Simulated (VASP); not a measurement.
**TiC: single point with PBE**

The system is TiC.

```
Ti C
1.0
     0.00000    2.09908    2.22892
     2.09908    0.00000    2.22892
     2.09908    2.09908    0.00000
Ti C
1 1
Direct
  0.00000 0.00000 0.00000
  0.50000 0.50000 0.50000
```

This cell differs from its parent crystal: strain -0.030 along x and y, +0.030 along z.

```
Program             : VASP 6.6.1
Task                : single point
Functional          : PBE
Potentials or basis : VASP PAW PBE potentials, release 64 (Ti_sv, C)
Cutoff              : 520 eV
k mesh              : 18 × 18 × 18
Occupations         : gaussian, width 0.15 eV
Spin                : no spin polarisation
```

```yaml
Pressure: 11.3 GPa
Band_gap_on_the_k_mesh: zero (band 8 reaches 10.69 eV, above the bottom of band 9 at 9.23 eV)
```

Stress tensor (GPa, compression positive):
```
19.81  0.00  0.00
 0.00 19.81  0.00
 0.00  0.00 -5.59
```

Levels at points of the mesh, in eV from the Fermi level:
```csv
k point,band 5,band 6,band 7,band 8,band 9,band 10,band 11,band 12
"(0.00, 0.00, 0.00)",-12.57,0.39,0.87,0.87,1.46,1.54,1.79,1.79
"(0.50, 0.00, 0.00)",-8.90,-6.01,-3.11,-2.99,2.93,3.18,4.33,8.00
"(0.50, 0.50, 0.00)",-10.36,-3.88,-1.67,0.29,0.29,2.83,3.64,3.64
"(0.50, 0.00, 0.50)",-10.24,-3.23,-1.75,-0.18,-0.13,2.79,3.47,3.90
```

Wall time 73 s on 1 thread of Intel(R) Xeon(R) Platinum 8124M CPU @ 3.00GHz (Skylake/Cascade Lake), with other jobs on the host, peak memory 0.26 GiB.

Caveat: the cell differs from its parent crystal (strain -0.030 along x and y, +0.030 along z).
